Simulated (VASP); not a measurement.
# AlRu (Pm-3m) in VASP: a series of runs

AlRu is run at these levels: PBEsol; tasks: single point.

Everything below comes from runs of VASP 6.6.1. Logs are shortened: lines on timing, memory, paths and dates and some standing lists are left out, and cuts for length are marked.

### 1 The cell of the first run

The structure is cubic, space group Pm-3m (No. 221). Conventional cell: a = 2.992 Å, b = 2.992 Å, c = 2.992 Å, α = 90.00°, β = 90.00°, γ = 90.00°. Within 3.4 Å of Al (site symmetry m-3m) lie 8 Ru at 2.59 Å and 6 Al at 2.99 Å. Within 3.4 Å of Ru (site symmetry m-3m) lie 8 Al at 2.59 Å and 6 Ru at 2.99 Å.

### 2 Single point, PBEsol

The input, INCAR:

```
SYSTEM = AlRu
PREC = Accurate ; ENCUT = 520
EDIFF = 1E-7 ; ISMEAR = -1
SIGMA = 0.1 ; LREAL = .False.
LASPH = .True. ; NELM = 80
ALGO = Normal ; ISIF = 2
LWAVE = .False. ; LCHARG = .True.
GGA = PS ; LELF = .True.
LVHAR = .True. ; NBANDS = 16
```

The input, KPOINTS:

```
regular mesh
0
Gamma
  11 11 11
  0 0 0
```

The input, POSCAR:

```
AlRu
1.0
    2.9916000000      0.0000000000      0.0000000000
    0.0000000000      2.9916000000      0.0000000000
    0.0000000000      0.0000000000      2.9916000000
Al Ru
1 1
Direct
    0.0000000000      0.0000000000      0.0000000000
    0.5000000000      0.5000000000      0.5000000000
```

Potentials or basis: VASP PAW PBE potentials, release 64 (Al, Ru_pv).

Run with:

```
cat potpaw_PBE.64/Al/POTCAR potpaw_PBE.64/Ru_pv/POTCAR > POTCAR
mpirun -np 1 vasp_std > vasp.out
```

OUTCAR:

```text
SYSTEM = AlRu
   PREC = Accurate
   ENCUT = 520
   EDIFF = 1E-7
   ISMEAR = -1
   LREAL = .False.
   LASPH = .True.
   NELM = 80
   ISIF = 2
   GGA = PS

 ion  position               nearest neighbor table
   1  0.000  0.000  0.000-   2 2.59   2 2.59   2 2.59   2 2.59   2 2.59   2 2.59   2 2.59   2 2.59

   2  0.500  0.500  0.500-   1 2.59   1 2.59   1 2.59   1 2.59   1 2.59   1 2.59   1 2.59   1 2.59

  LATTYP: Found a simple cubic cell.
 ALAT       =     2.9916000000

  Lattice vectors:

 A1 = (   2.9916000000,   0.0000000000,   0.0000000000)
 A2 = (   0.0000000000,   2.9916000000,   0.0000000000)
 A3 = (   0.0000000000,   0.0000000000,   2.9916000000)

Analysis of symmetry for initial positions (statically):
=====================================================================
 Subroutine PRICEL returns:
 Original cell was already a primitive cell.

 Routine SETGRP: Setting up the symmetry group for a
 simple cubic supercell.

 Subroutine GETGRP returns: Found 48 space group operations
 (whereof 48 operations were pure point group operations)
 out of a pool of 48 trial point group operations.

The static configuration has the point symmetry O_h .

Analysis of symmetry for dynamics (positions and initial velocities):
=====================================================================
 Subroutine PRICEL returns:
 Original cell was already a primitive cell.

 Routine SETGRP: Setting up the symmetry group for a
 simple cubic supercell.

 Subroutine GETGRP returns: Found 48 space group operations
 (whereof 48 operations were pure point group operations)
 out of a pool of 48 trial point group operations.

The dynamic configuration has the point symmetry O_h .

 Subroutine INISYM returns: Found 48 space group operations
 (whereof 48 operations are pure point group operations),
 and found     1 'primitive' translations

----------------------------------------------------------------------------------------

                                     Primitive cell

  volume of cell :      26.7738

  direct lattice vectors                    reciprocal lattice vectors
     2.991600000  0.000000000  0.000000000     0.334269287  0.000000000  0.000000000
     0.000000000  2.991600000  0.000000000     0.000000000  0.334269287  0.000000000
     0.000000000  0.000000000  2.991600000     0.000000000  0.000000000  0.334269287

  length of vectors
     2.991600000  2.991600000  2.991600000     0.334269287  0.334269287  0.334269287

  position of ions in fractional coordinates (direct lattice)
     0.000000000  0.000000000  0.000000000
     0.500000000  0.500000000  0.500000000

  ion indices of the primitive-cell ions
   primitive index   ion index
                 1           1
                 2           2

----------------------------------------------------------------------------------------

 KPOINTS: regular mesh

Automatic generation of k-mesh.
 Grid dimensions read from file:
 generate k-points for:   11   11   11

 Generating k-lattice:

  Cartesian coordinates                     Fractional coordinates (reciprocal lattice)
     0.030388117  0.000000000  0.000000000     0.090909091  0.000000000  0.000000000
     0.000000000  0.030388117  0.000000000     0.000000000  0.090909091  0.000000000
     0.000000000  0.000000000  0.030388117     0.000000000  0.000000000  0.090909091

  Length of vectors
     0.030388117  0.030388117  0.030388117

  Shift w.r.t. Gamma in fractional coordinates (k-lattice)
     0.000000000  0.000000000  0.000000000

 Subroutine IBZKPT returns following result:
 ===========================================

 Found     56 irreducible k-points:

 Following reciprocal coordinates:
            Coordinates               Weight
  0.000000  0.000000  0.000000      1.000000
  0.090909  0.000000  0.000000      6.000000
  0.181818  0.000000  0.000000      6.000000
  0.272727  0.000000  0.000000      6.000000
  0.363636  0.000000  0.000000      6.000000
  0.454545  0.000000  0.000000      6.000000
[... 16 lines left out ...]
  0.181818  0.090909  0.090909     24.000000
  0.272727  0.090909  0.090909     24.000000
 [... further k-points ...]
   k-points           NKPTS =     56   k-points in BZ     NKDIM =     56   number of bands    NBANDS=     16
   number of dos      NEDOS =    301   number of ions     NIONS =      2
   total plane-waves  NPLWV =  13824
   dimension x,y,z NGX =    24 NGY =   24 NGZ =   24
   dimension x,y,z NGXF=    48 NGYF=   48 NGZF=   48
   ions per type =               1   1
   NGX,Y,Z   is equivalent  to a cutoff of  13.34, 13.34, 13.34 a.u.
   NGXF,Y,Z  is equivalent  to a cutoff of  26.67, 26.67, 26.67 a.u.
 SYSTEM =  AlRu
   PREC   = accura    normal or accurate (medium, high low for compatibility)
   ISTART =      0    job   : 0-new  1-cont  2-samecut
   ICHARG =      2    charge: 1-file 2-atom 10-const
   ISPIN  =      1    spin polarized calculation?
   LNONCOLLINEAR =      F non collinear calculations
   LSORBIT =      F    spin-orbit coupling
   LASPH  =      T    aspherical Exc in radial PAW
   ENCUT  =  520.0 eV  38.22 Ry    6.18 a.u.   5.56  5.56  5.56*2*pi/ulx,y,z
   NELM   =     80;   NELMIN=  2; NELMDL= -5     # of ELM steps
   EDIFF  = 0.1E-06   stopping-criterion for ELM
   LREAL  =      F    real-space projection
   EDIFFG = 0.1E-05   stopping-criterion for IOM
   NSW    =      0    number of steps for IOM
   IBRION =     -1    ionic relax: 0-MD 1-quasi-New 2-CG
   NFREE  =      0    steps in history (QN), initial steepest desc. (CG)
   ISIF   =      2    stress and relaxation
   ISYM   =      2    0-nonsym 1-usesym 2-fastsym
   POTIM  = 0.5000    time-step for ionic-motion
   TEBEG  =    0.0;   TEEND  =   0.0 temperature during run
   PSTRESS=    0.0 pullay stress
   NELECT =      17.0000    total number of electrons
   NUPDOWN=      -1.0000    fix difference up-down
   EMIN   =  10.00;   EMAX   =-10.00  energy-range for DOS
   EFERMI =   0.00;   METHOD = LEGACY
   ISMEAR =    -1;   SIGMA  =   0.10  broadening in eV -4-tet -1-fermi 0-gaus
   EFERMI_NEDOS =   21; number of points for ismear=-14 and -15
   IALGO  =     38    algorithm
   IMIX   =      4    mixing-type and parameters
     AMIX     =   0.40;   BMIX     =  1.00
     AMIX_MAG =   1.60;   BMIX_MAG =  1.00
  volume/ion in A,a.u.               =      13.39        90.34
  Fermi-wavevector in a.u.,A,eV,Ry     =   1.407087  2.659009 26.938090  1.979894
  Thomas-Fermi vector in A             =   2.529382
   LORBIT       =      0    0 simple, 1 ext, 2 COOP (PROOUT), +10 PAW based schemes
   GGA     = PS    functional components
   LHFCALC =     F    Hartree Fock is set to
   AEXX    =    0.0000 exact exchange contribution
   IVDW    =     0    specifies the selected vdW correction
   LEPSILON=     F    determine dielectric tensor
   LRPA    =     F    only Hartree local field effects (RPA)
 non-spin polarized calculation
  energy-cutoff  :      520.00
  volume of cell :       26.77
 maximum number of plane-waves:       739
 NGX is ok and might be reduce to    24
   NGX = 11   NGY = 11   NGZ = 11

 number of electron      16.9999995 magnetization

 Free energy of the ion-electron system (eV)
  ---------------------------------------------------
  ext. energy  EPLUGINS =         0.00000000
  ---------------------------------------------------
  free energy    TOTEN  =       -15.53550849 eV

  energy without entropy =      -15.48068918  energy(sigma->0) =      -15.50809884

 E-fermi :  10.6018     XC(G=0): -12.6873

 val. band max:       10.6005898834   @ k =   0.3636   0.3636   0.2727
 cond. band min:      10.6048105755   @ k =   0.4545   0.3636   0.3636
 fundamental gap:      0.0042206921
 Fermi energy:        10.6017671253

 k-point     1 :       0.0000    0.0000    0.0000
  band No.  band energies     occupation
      1     -31.1178      2.00000
      2     -31.1178      2.00000
      3     -31.1178      2.00000
      4       0.9135      2.00000
      5       7.0042      2.00000
      6       7.0042      2.00000
[... 8 lines left out ...]
     15      22.5928      0.00000
     16      25.6744      0.00000

 k-point     2 :       0.0909    0.0000    0.0000
  band No.  band energies     occupation
      1     -31.1348      2.00000
      2     -31.1164      2.00000
      3     -31.1164      2.00000
      4       1.0723      2.00000
      5       7.0584      2.00000
      6       7.0597      2.00000
[... 8 lines left out ...]
     15      22.5943      0.00000
     16      26.1804      0.00000

 k-point     3 :       0.1818    0.0000    0.0000
  band No.  band energies     occupation
      1     -31.1800      2.00000
      2     -31.1126      2.00000
      3     -31.1126      2.00000
      4       1.5370      2.00000
      5       7.1465      2.00000
      6       7.2142      2.00000
[... 8 lines left out ...]
     15      22.9872      0.00000
     16      27.7621      0.00000

 k-point     4 :       0.2727    0.0000    0.0000
  band No.  band energies     occupation
      1     -31.2388      2.00000
      2     -31.1075      2.00000
      3     -31.1075      2.00000
      4       2.2739      2.00000
      5       7.0404      2.00000
      6       7.4308      2.00000
[... 8 lines left out ...]
     15      23.4981      0.00000
     16      26.6478      0.00000
[... 324 lines left out ...]
 k-point    22 :       0.0909    0.0909    0.0909
  band No.  band energies     occupation
      1     -31.1332      2.00000
      2     -31.1311      2.00000
      3     -31.1311      2.00000
      4       1.3841      2.00000
      5       7.1753      2.00000
      6       7.1753      2.00000
[... 8 lines left out ...]
     15      22.5946      0.00000
     16      27.0136      0.00000

 k-point    23 :       0.1818    0.0909    0.0909
  band No.  band energies     occupation
      1     -31.1768      2.00000
      2     -31.1284      2.00000
      3     -31.1272      2.00000
      4       1.8360      2.00000
      5       7.2872      2.00000
      6       7.3250      2.00000
[... 8 lines left out ...]
     15      23.3820      0.00000
     16      27.3156      0.00000

 k-point    24 :       0.2727    0.0909    0.0909
  band No.  band energies     occupation
      1     -31.2352      2.00000
      2     -31.1231      2.00000
      3     -31.1220      2.00000
      4       2.5494      2.00000
      5       7.1716      2.00000
      6       7.5412      2.00000
[... 8 lines left out ...]
     15      24.3787      0.00000
     16      25.4778      0.00000

 [... further k-points ...]
[... 5 lines left out ...]
  --------------------------------------------------------------------------------------
  -------------------------------------------------------------------------------------
  Total       -0.4983798     -0.4983798     -0.4983798     -0.0000000      0.0000000     -0.0000000
  in kB      -29.8236281    -29.8236281    -29.8236281     -0.0000000      0.0000000     -0.0000000
  external PRESSURE =     -29.8236281 kB  Pullay stress =       0.0000000 kB

 VOLUME and BASIS-vectors are now :
 -----------------------------------------------------------------------------
  energy-cutoff  :      520.00
  volume of cell :       26.77
      direct lattice vectors                 reciprocal lattice vectors
     2.991600000  0.000000000  0.000000000     0.334269287  0.000000000  0.000000000
     0.000000000  2.991600000  0.000000000     0.000000000  0.334269287  0.000000000
     0.000000000  0.000000000  2.991600000     0.000000000  0.000000000  0.334269287

 POSITION                                       TOTAL-FORCE (eV/Angst)
 -----------------------------------------------------------------------------------
      0.00000      0.00000      0.00000         0.000000      0.000000      0.000000
      1.49580      1.49580      1.49580         0.000000      0.000000      0.000000
 -----------------------------------------------------------------------------------
    total drift:                                0.000000     -0.000000     -0.000000

  FREE ENERGIE OF THE ION-ELECTRON SYSTEM (eV)
  ---------------------------------------------------
  free  energy   TOTEN  =       -15.5355084939 eV

  energy  without entropy=      -15.4806891772  energy(sigma->0) =      -15.50809884
```

It took 22 s on 1 thread of AMD EPYC 7R43 (Zen 3), shared host; peak memory 0.12 GiB.

What came out:

| Property | Result |
| --- | --- |
| Free energy | -15.5355 eV |
| Pressure | -3.0 GPa |

Caveat: the PAW data sets were made with another functional, which shifts forces and pressure a little.

(Continued in part 2 of 2.)
